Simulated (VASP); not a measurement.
**Al2O3: single point with PBEsol**

Al2O3:

```
Al O
1.0
     2.89678    0.00000    0.00000
    -1.44839    2.50869    0.00000
     0.00000    0.00000    7.57464
Al O
2 3
Direct
  0.00000 0.00000 0.27795
  0.00000 0.00000 0.72205
  0.33333 0.66667 0.19945
  0.66667 0.33333 0.80055
  0.00000 0.00000 0.50000
```

This cell differs from its parent crystal: strain -0.040 along x and y, +0.000 along z.

```json
{
  "Program": "VASP 6.6.1",
  "Task": "single point",
  "Functional": "PBEsol",
  "Potentials or basis": "VASP PAW PBE potentials, release 64 (Al, O)",
  "Cutoff": "520 eV",
  "k mesh": "12 × 12 × 4",
  "Occupations": "gaussian, width 0.05 eV",
  "Spin": "no spin polarisation",
  "Dipole correction": "no",
  "Further INCAR settings": "ALGO = Normal; EDIFF = 1e-06; NBANDS = 20"
}
```

| Quantity | Value |
| --- | --- |
| Pressure | 10.7 GPa |
| Largest force | 0.960 eV/Å |
| Band gap on the k mesh | 2.33 eV, direct |

Forces on the atoms (eV/Å):
```
Al   0.000  0.000  0.960
Al   0.000  0.000 -0.960
O    0.000  0.000 -0.600
O    0.000  0.000  0.600
O    0.000  0.000  0.000
```

Stress tensor (GPa, compression positive):
```
16.39  0.00  0.00
 0.00 16.39  0.00
 0.00  0.00 -0.75
```

Levels at points of the mesh, in eV from the valence-band top:
```
           k point  band 8  band 9  band 10  band 11  band 12  band 13  band 14  band 15  band 16  band 17
(0.00, 0.00, 0.00)   -4.42   -4.42    -3.01     0.00     0.00     2.33     4.48     7.20    10.29    10.33
(0.50, 0.00, 0.00)   -5.06   -3.98    -3.96    -2.40    -0.61     4.09     5.91     8.33     8.97     9.50
(0.00, 0.00, 0.50)   -4.42   -4.42    -3.73     0.00     0.00     3.36     3.39     8.12     8.46    12.07
(0.50, 0.00, 0.50)   -5.00   -4.20    -3.92    -2.33    -0.61     4.54     5.29     8.16     8.66    10.50
```

Run time: 24 s on 1 thread of Intel(R) Xeon(R) 6975P-C (Granite Rapids), on a shared host, peak memory 0.2 GiB.

Caveat: the cell differs from its parent crystal (strain -0.040 along x and y, +0.000 along z); the PAW data sets were made with another functional, which shifts forces and pressure a little. A k mesh can miss the band edges.
